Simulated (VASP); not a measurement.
# Ir (I4/mmm) in VASP: further runs, part 2 of 2

VASP 6.6.1.

### 5 Single point, PBEsol

This run uses another cell than the first one, of the same volume but with other edges.

INCAR reads:

```
ALGO = Fast
EDIFF = 1E-6
ENCUT = 520
GGA = PS
ISIF = 2
ISMEAR = 0
LASPH = T
LCHARG = T
LELF = T
LREAL = F
LVHAR = T
LWAVE = F
NBANDS = 10
NELM = 80
PREC = Accurate
SIGMA = 0.15
```

KPOINTS reads:

```
k-points
0
Gamma
  24 24 24
```

POSCAR reads:

```
Ir
1.0
    0.0000000000      2.2161317680      1.4404856492
    2.2161317680      0.0000000000      1.4404856492
    2.2161317680      2.2161317680      0.0000000000
Ir
1
Direct
    0.0000000000      0.0000000000      0.0000000000
```

Potentials or basis: VASP PAW PBE potentials, release 64 (Ir).

On the command line:

```sh
cat potpaw_PBE.64/Ir/POTCAR > POTCAR
mpirun -np 1 vasp_std > vasp.out
```

OUTCAR:

```text
EDIFF = 1E-6
   ENCUT = 520
   GGA = PS
   ISIF = 2
   ISMEAR = 0
   LASPH = T
   LREAL = F
   NELM = 80
   PREC = Accurate

 ion  position               nearest neighbor table
   1  0.000  0.000  0.000-

  LATTYP: Found a body centered tetragonal cell.
 ALAT       =     3.1340836023
 C/A-ratio  =     0.9192388155

  Lattice vectors:

 A1 = (   0.0000000000,  -2.2161317680,  -1.4404856492)
 A2 = (   0.0000000000,   2.2161317680,  -1.4404856492)
 A3 = (   2.2161317680,   0.0000000000,   1.4404856492)

[... 483 lines left out ...]
      3       8.6540      2.00000
      4       9.7334      1.96211
      5      11.0831      0.00000
      6      12.1463      0.00000
      7      18.8602      0.00000
      8      23.0948      0.00000
      9      26.6109      0.00000
     10      35.0400      0.00000

 [... further k-points ...]
[... 5 lines left out ...]
  --------------------------------------------------------------------------------------
  -------------------------------------------------------------------------------------
  Total        1.9529743      1.9529743     -1.3322184      0.0000000      0.0000000      0.0000000
  in kB      221.1449501    221.1449501   -150.8536855      0.0000000      0.0000000      0.0000000
  external PRESSURE =      97.1454049 kB  Pullay stress =       0.0000000 kB

 VOLUME and BASIS-vectors are now :
 -----------------------------------------------------------------------------
  energy-cutoff  :      520.00
  volume of cell :       14.15
      direct lattice vectors                 reciprocal lattice vectors
     0.000000000  2.216131768  1.440485649    -0.225618353  0.225618353  0.347105159
     2.216131768  0.000000000  1.440485649     0.225618353 -0.225618353  0.347105159
     2.216131768  2.216131768  0.000000000     0.225618353  0.225618353 -0.347105159

 POSITION                                       TOTAL-FORCE (eV/Angst)
 -----------------------------------------------------------------------------------
      0.00000      0.00000      0.00000         0.000000      0.000000      0.000000
 -----------------------------------------------------------------------------------
    total drift:                               -0.000000     -0.000000     -0.000000

  FREE ENERGIE OF THE ION-ELECTRON SYSTEM (eV)
  ---------------------------------------------------
  free  energy   TOTEN  =        -9.2540234666 eV

  energy  without entropy=       -9.2339341993  energy(sigma->0) =       -9.24397883
```

OSZICAR:

```text
N       E                     dE             d eps       ncg     rms          rms(c)
DAV:   1     0.468062765186E+02    0.46806E+02   -0.43626E+03 21460   0.819E+02
DAV:   2    -0.891762665625E+01   -0.55724E+02   -0.53219E+02 21792   0.196E+02
DAV:   3    -0.979503337773E+01   -0.87741E+00   -0.87198E+00 24592   0.297E+01
DAV:   4    -0.980318352682E+01   -0.81501E-02   -0.81482E-02 24412   0.268E+00
DAV:   5    -0.980334577534E+01   -0.16225E-03   -0.16224E-03 24622   0.361E-01    0.165E+01
RMM:   6    -0.934294878458E+01    0.46040E+00   -0.35223E-01 22009   0.728E+00    0.699E+00
RMM:   7    -0.925838709797E+01    0.84562E-01   -0.16229E-01 22466   0.361E+00    0.178E+00
RMM:   8    -0.925543799399E+01    0.29491E-02   -0.17927E-02 25353   0.183E+00    0.983E-01
RMM:   9    -0.925441710976E+01    0.10209E-02   -0.34618E-03 25068   0.469E-01    0.275E-01
RMM:  10    -0.925401590399E+01    0.40121E-03   -0.11661E-03 23390   0.464E-01    0.838E-02
RMM:  11    -0.925402291046E+01   -0.70065E-05   -0.12701E-04 25159   0.872E-02    0.340E-02
RMM:  12    -0.925402413062E+01   -0.12202E-05   -0.22121E-05 28525   0.364E-02    0.238E-02
RMM:  13    -0.925402346656E+01    0.66406E-06   -0.29142E-06 20018   0.165E-02
   1 F= -.92540235E+01 E0= -.92439788E+01  d E =-.200893E-01
```

stdout:

```text
POSCAR found type information on POSCAR Ir
 POSCAR found :  1 types and       1 ions
 scaLAPACK will be used
 -----------------------------------------------------------------------------
|                                                                             |
|                                                                             |
|     You enforced a specific xc type in the INCAR file but a different       |
|     I HOPE YOU KNOW WHAT YOU ARE DOING!                                     |
|                                                                             |
 -----------------------------------------------------------------------------

 LDA part: xc-table for (Slater+PW92), standard interpolation
 POSCAR, INCAR and KPOINTS ok, starting setup
 FFT: planning ... GRIDC
 FFT: planning ... GRID_SOFT
 FFT: planning ... GRID
 WAVECAR not read
 entering main loop
```

It took 2.4 min on 1 thread of AMD EPYC 9R45 (Zen 5), shared host; peak memory 0.24 GiB.

What came out:

```yaml
Free_energy: -9.2540 eV
Pressure: 9.7 GPa
```

Levels at points of the mesh, in eV from the Fermi level:
```
           k point  band 1  band 2  band 3  band 4  band 5  band 6  band 7  band 8
(0.00, 0.00, 0.00)  -10.89   -4.26   -3.35   -3.35   -1.40    0.13   16.41   16.41
(0.50, 0.00, 0.00)   -7.73   -5.92   -0.62    0.10    0.51    2.40    8.57   12.85
(0.50, 0.50, 0.00)   -7.38   -7.28    1.52    1.52    1.94    7.15    7.15    9.89
(0.50, 0.00, 0.50)   -7.85   -4.91   -1.63   -0.51   -0.27    2.21    7.80   13.71
```

Caveat: the PAW data sets were made with another functional, which shifts forces and pressure a little; spin-orbit coupling is left out, which moves the levels of the heavy elements.

### 6 Single point, PBEsol

This run uses another cell than the first one, of the same volume but with other edges.

INCAR reads:

```
SYSTEM = Ir
PREC = Accurate
ENCUT = 520
EDIFF = 1E-6
ISMEAR = 0
SIGMA = 0.15
LREAL = .FALSE.
LASPH = .TRUE.
NELM = 80
ALGO = Fast
ISIF = 2
LWAVE = .FALSE.
LCHARG = .FALSE.
GGA = PS
NBANDS = 10
```

KPOINTS reads:

```
regular mesh
0
G
  24 24 24
  0 0 0
```

POSCAR reads:

```
Ir
1.0
    0.0000000000      1.6770124182      2.5155186272
    1.6770124182      0.0000000000      2.5155186272
    1.6770124182      1.6770124182      0.0000000000
Ir
1
Direct
    0.0000000000      0.0000000000      0.0000000000
```

Potentials or basis: VASP PAW PBE potentials, release 64 (Ir).

On the command line:

```sh
cat potpaw_PBE.64/Ir/POTCAR > POTCAR
mpirun -np 1 vasp_std > vasp.out
```

OUTCAR:

```text
SYSTEM = Ir
   PREC = Accurate
   ENCUT = 520
   EDIFF = 1E-6
   ISMEAR = 0
   LREAL = .FALSE.
   LASPH = .TRUE.
   NELM = 80
   ISIF = 2
   GGA = PS

 ion  position               nearest neighbor table
   1  0.000  0.000  0.000-

  LATTYP: Found a body centered tetragonal cell.
 ALAT       =     2.3716537061
 C/A-ratio  =     2.1213203435

  Lattice vectors:

 A1 = (  -1.6770124182,   0.0000000000,   2.5155186272)
 A2 = (   1.6770124182,   0.0000000000,   2.5155186272)
 A3 = (   0.0000000000,   1.6770124182,  -2.5155186272)

Analysis of symmetry for initial positions (statically):
=====================================================================
 Subroutine PRICEL returns:
 Original cell was already a primitive cell.

 Routine SETGRP: Setting up the symmetry group for a
 body centered tetragonal supercell.

 Subroutine GETGRP returns: Found 16 space group operations
 (whereof 16 operations were pure point group operations)
 out of a pool of 16 trial point group operations.

The static configuration has the point symmetry D_4h.

Analysis of symmetry for dynamics (positions and initial velocities):
=====================================================================
 Subroutine PRICEL returns:
 Original cell was already a primitive cell.

 Routine SETGRP: Setting up the symmetry group for a
 body centered tetragonal supercell.

 Subroutine GETGRP returns: Found 16 space group operations
 (whereof 16 operations were pure point group operations)
 out of a pool of 16 trial point group operations.

The dynamic configuration has the point symmetry D_4h.

 Subroutine INISYM returns: Found 16 space group operations
 (whereof 16 operations are pure point group operations),
 and found     1 'primitive' translations

----------------------------------------------------------------------------------------

                                     Primitive cell
[... 107 lines left out ...]
   IMIX   =      4    mixing-type and parameters
     AMIX     =   0.40;   BMIX     =  1.00
     AMIX_MAG =   1.60;   BMIX_MAG =  1.00
  volume/ion in A,a.u.               =      14.15        95.48
  Fermi-wavevector in a.u.,A,eV,Ry     =   1.407923  2.660589 26.970118  1.982248
  Thomas-Fermi vector in A             =   2.530133
   LORBIT       =      0    0 simple, 1 ext, 2 COOP (PROOUT), +10 PAW based schemes
   GGA     = PS    functional components
   LHFCALC =     F    Hartree Fock is set to
   AEXX    =    0.0000 exact exchange contribution
   IVDW    =     0    specifies the selected vdW correction
   LEPSILON=     F    determine dielectric tensor
   LRPA    =     F    only Hartree local field effects (RPA)
 non-spin polarized calculation
 RMM-DIIS sequential band-by-band and
 Gauss-broadening in eV      SIGMA  =   0.15
  energy-cutoff  :      520.00
  volume of cell :       14.15
 maximum number of plane-waves:       401
   NGX = 11   NGY = 11   NGZ =  9

 number of electron       9.0000000 magnetization

 Free energy of the ion-electron system (eV)
  ---------------------------------------------------
  ext. energy  EPLUGINS =         0.00000000
  ---------------------------------------------------
  free energy    TOTEN  =        -8.30033036 eV

  energy without entropy =       -8.28616348  energy(sigma->0) =       -8.29324692

 E-fermi :  10.1565     XC(G=0): -14.0011

 val. band max:       10.1555612261   @ k =  -0.1667   0.0833   0.0417
 cond. band min:      10.1575959154   @ k =  -0.3333   0.0417   0.2917
 fundamental gap:      0.0020346893
 Fermi energy:        10.1565439101

 k-point     1 :       0.0000    0.0000    0.0000
  band No.  band energies     occupation
      1      -0.8712      2.00000
      2       2.8182      2.00000
      3       4.8785      2.00000
      4       9.2859      2.00000
      5       9.2859      2.00000
      6      12.3111      0.00000
      7      23.3264      0.00000
      8      27.1859      0.00000
      9      34.1487      0.00000
     10      34.1487      0.00000
[... 287 lines left out ...]
 k-point    24 :       0.4583    0.0417    0.0000
  band No.  band energies     occupation
      1       2.3919      2.00000
      2       3.9164      2.00000
      3       8.5858      2.00000
      4       9.3567      2.00000
      5      10.4244      0.01155
      6      11.0674      0.00000
      7      19.4854      0.00000
      8      21.8033      0.00000
      9      31.9291      0.00000
     10      33.9434      0.00000

 [... further k-points ...]
[... 5 lines left out ...]
  --------------------------------------------------------------------------------------
  -------------------------------------------------------------------------------------
  Total        7.3926531      7.3926531     -2.6723641      0.0000000      0.0000000      0.0000000
  in kB      837.1067081    837.1067081   -302.6050105      0.0000000      0.0000000      0.0000000
  external PRESSURE =     457.2028019 kB  Pullay stress =       0.0000000 kB

 VOLUME and BASIS-vectors are now :
 -----------------------------------------------------------------------------
  energy-cutoff  :      520.00
  volume of cell :       14.15
      direct lattice vectors                 reciprocal lattice vectors
     0.000000000  1.677012418  2.515518627    -0.298149253  0.298149253  0.198766169
     1.677012418  0.000000000  2.515518627     0.298149253 -0.298149253  0.198766169
     1.677012418  1.677012418  0.000000000     0.298149253  0.298149253 -0.198766169

 POSITION                                       TOTAL-FORCE (eV/Angst)
 -----------------------------------------------------------------------------------
      0.00000      0.00000      0.00000        -0.000000     -0.000000      0.000000
 -----------------------------------------------------------------------------------
    total drift:                               -0.000000     -0.000000     -0.000000

  FREE ENERGIE OF THE ION-ELECTRON SYSTEM (eV)
  ---------------------------------------------------
  free  energy   TOTEN  =        -8.3003303611 eV

  energy  without entropy=       -8.2861634824  energy(sigma->0) =       -8.29324692
```

stdout:

```text
POSCAR found type information on POSCAR Ir
 POSCAR found :  1 types and       1 ions
 scaLAPACK will be used
 -----------------------------------------------------------------------------
|                                                                             |
|                                                                             |
|     You enforced a specific xc type in the INCAR file but a different       |
|     I HOPE YOU KNOW WHAT YOU ARE DOING!                                     |
|                                                                             |
 -----------------------------------------------------------------------------

 LDA part: xc-table for (Slater+PW92), standard interpolation
 POSCAR, INCAR and KPOINTS ok, starting setup
 FFT: planning ... GRIDC
 FFT: planning ... GRID_SOFT
 FFT: planning ... GRID
 WAVECAR not read
 entering main loop
```

Wall time 3.4 min (1 thread of AMD EPYC 9R45 (Zen 5), shared host); peak memory 0.23 GiB.

What came out:

```
Free energy : -8.3003 eV
Pressure    : 45.7 GPa
```

Stress tensor (GPa, compression positive):
```
 83.71   0.00   0.00
  0.00  83.71   0.00
  0.00   0.00 -30.26
```

Levels at points of the mesh, in eV from the Fermi level:
```
           k point  band 1  band 2  band 3  band 4  band 5  band 6  band 7  band 8
(0.00, 0.00, 0.00)  -11.03   -7.34   -5.28   -0.87   -0.87    2.15   13.17   17.03
(0.50, 0.00, 0.00)   -7.78   -6.24   -1.77   -0.14    0.46    0.95    9.46   11.03
(0.50, 0.50, 0.00)   -8.80   -8.01   -2.29    1.29    1.29    2.41    4.07   17.62
(0.50, 0.00, 0.50)   -8.55   -6.34   -2.06   -0.18    5.19    5.31    9.47   12.69
```

Caveat: the PAW data sets were made with another functional, which shifts forces and pressure a little; spin-orbit coupling is left out, which moves the levels of the heavy elements.

### 7 Overview

| cell | further INCAR settings | gap on the mesh (eV) | pressure (GPa) |
| --- | --- | --- | --- |
| a = 2.885, b = 2.885, c = 2.488 Å, angles 64.5, 64.5, 51.1°, 1 atom | ALGO = Fast; EDIFF = 1e-06; NBANDS = 10 | none | 17.4 |
| a = 2.682, b = 2.682, c = 2.791 Å, angles 58.6, 58.6, 62.7°, 1 atom | ALGO = Fast; EDIFF = 1e-06; NBANDS = 10 | none | -0.6 |
| a = 2.765, b = 2.765, c = 2.630 Å, angles 61.6, 61.6, 56.8°, 1 atom | ALGO = Fast; EDIFF = 1e-07; NBANDS = 10 | none | 0.7 |
| a = 2.643, b = 2.643, c = 3.134 Å, angles 53.6, 53.6, 72.7°, 1 atom | ALGO = Fast; EDIFF = 1e-06; NBANDS = 10 | none | 9.7 |
| a = 3.023, b = 3.023, c = 2.372 Å, angles 66.9, 66.9, 46.2°, 1 atom | ALGO = Fast; EDIFF = 1e-06; NBANDS = 10 | none | 45.7 |

Alike in all rows: task single point; level PBEsol; potentials or basis VASP PAW PBE potentials, release 64 (Ir); no spin polarisation; k mesh 24 × 24 × 24; cutoff (eV) 520; smearing gaussian 0.15 eV.

Caveats: the PAW data sets were made with another functional, which shifts forces and pressure a little; spin-orbit coupling is left out, which moves the levels of the heavy elements.

Absolute energies hang on the potentials; compare differences alone.
